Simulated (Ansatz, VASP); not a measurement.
Two plane-wave programs on EuFe4As12

```xyz
17
Lattice="-4.1832 4.1832 4.1832 4.1832 -4.1832 4.1832 4.1832 4.1832 -4.1832" Properties=species:S:1:pos:R:3 pbc="T T T"
Eu    0.0000    0.0000    0.0000
Fe   -2.0916    2.0916    2.0916
Fe    2.0916   -2.0916    2.0916
Fe    2.0916    2.0916   -2.0916
Fe    2.0916    2.0916    2.0916
As    4.1832    2.8798    1.3014
As    0.0000    1.3034    2.8818
As    0.0000    1.3034    5.4846
As    4.1832    2.8798   -1.3014
As   -1.3014    4.1832    2.8798
As    5.4846    0.0000    1.3034
As    2.8818    0.0000    1.3034
As    1.3014    4.1832    2.8798
As    1.3034    5.4846    0.0000
As    2.8798   -1.3014    4.1832
As    1.3034    2.8818    0.0000
As    2.8798    1.3014    4.1832
```

Alike in both runs: task single point; functional PBE; k mesh 3 × 3 × 3; occupations gaussian, width 0.05 eV; collinear spin; Hubbard terms Eu f U = 6.0 eV.

|  | VASP | Ansatz |
| --- | --- | --- |
| version | VASP 6.6.1 | Ansatz 0.2.0 |
| potentials or method | VASP PAW PBE potentials, release 64 (Eu, Fe, As), cutoff 520 eV | scalar-relativistic, plane waves, PAW |
| valence electrons in the cell | 109 | 261 |

Ansatz gave:

| Item | Value |
| --- | --- |
| gap on the k mesh at the Fermi level (eV) | none |
| pressure (GPa) | 0.0 |
| rms of the force components (eV/Å) | 0.012 |
| net moment per atom (μB) | 0.30 |
| size of the moment on the site where the two differ most (μB) | 6.90 |

Task: What did VASP give for the same quantities?

Result: gap on the k mesh at the Fermi level (eV): none; pressure (GPa): 0.2; rms of the force components (eV/Å): 0.022; net moment per atom (μB): 0.30; size of the moment on the site where the two differ most (μB): 6.70.

Site moments also hang on the region over which each program counts them. The programs project onto different local orbitals, so the same U acts differently, and such runs can settle in different states. Atom by atom the forces differ by 0.012 eV/Å (rms over components). A gap of «none» marks a metal or a gap that the smearing closes. VASP's potentials hold 109 valence electrons a cell and Ansatz's 261, so a difference there can come from the potentials and not from the codes. Ansatz's warnings: filled band counts differ across k points.

Spin-orbit coupling is off throughout.
